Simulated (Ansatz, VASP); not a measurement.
# One calculation of Cu, two programs

The input INCAR:

```
SYSTEM = Cu
AGGAC = 1.0
AGGAX = 1.0
ALDAC = 0.0
ALDAX = 1.0
ALGO = Normal
EDIFF = 1E-6
ENCUT = 520
GGA = B5
ISIF = 2
ISMEAR = 1
LASPH = .True.
LCHARG = .False.
LMAXMIX = 4
LNONCOLLINEAR = .True.
LORBIT = 11
LREAL = .False.
LWAVE = .False.
MAGMOM = 0.6 0 0
NBANDS = 22
NELM = 150
PREC = Accurate
SIGMA = 0.1
```

Contents of KPOINTS:

```
k-points
0
Gamma
  10 10 10
  0 0 0
```

File POSCAR:

```
Cu
1.0
   -1.4427933200      1.4427933200      1.3760814500
    1.4427933200     -1.4427933200      1.3760814500
    1.4427933200      1.4427933200     -1.3760814500
Cu
1
Direct
    0.0000000000      0.0000000000      0.0000000000
```

File input.yaml:

```yaml
crystal:
  lattice:
    - [-1.44279332, 1.44279332, 1.37608145]
    - [1.44279332, -1.44279332, 1.37608145]
    - [1.44279332, 1.44279332, -1.37608145]
  atoms:
    - { symbol: Cu, position: [0.0, 0.0, 0.0], spin: 0.6, spin_axis: [1.0, 0.0, 0.0] }
kpoints:
  mp_grid: { grid: [10, 10, 10] }
scf:
  occupations: { method: cold, width: 0.1 }
hamiltonian:
  xc: blyp
  pseudopotentials: { kind: all_electron, lapw: { basis_error: 0.001 } }
magnetization:
  noncollinear: true
output:
  forces: true
  stress: true
  eigenvalues: true
```

Alike in both runs: task single point; functional BLYP; k mesh 10 × 10 × 10; non-collinear spin.

|  | VASP | Ansatz |
| --- | --- | --- |
| version | VASP 6.6.1 | Ansatz 0.2.0 |
| potentials or method | VASP PAW PBE potentials, release 64 (Cu), cutoff 520 eV | all-electron LAPW, scalar-relativistic |
| occupations | methfessel-paxton of order 1, width 0.1 eV | cold, width 0.1 eV |

```tsv
	VASP	Ansatz	Ansatz less VASP
gap on the k mesh at the Fermi level (eV)	none	none	-
pressure (GPa)	16.8	16.0	-0.80
traceless stress, the component that is largest in VASP (GPa)	-1.65	-1.79	-0.135
net moment per atom (μB)	0.00	0.00	0.000
```

VASP's potentials were made for PBE, not for BLYP. A gap of «none» marks a metal or a gap that the smearing closes. Ansatz ran all-electron here, and VASP with PAW potentials.

Noted on Ansatz's run: the program listed the state as in doubt; the k mesh is thin for a metal, which can move the energy by tens of meV per atom.
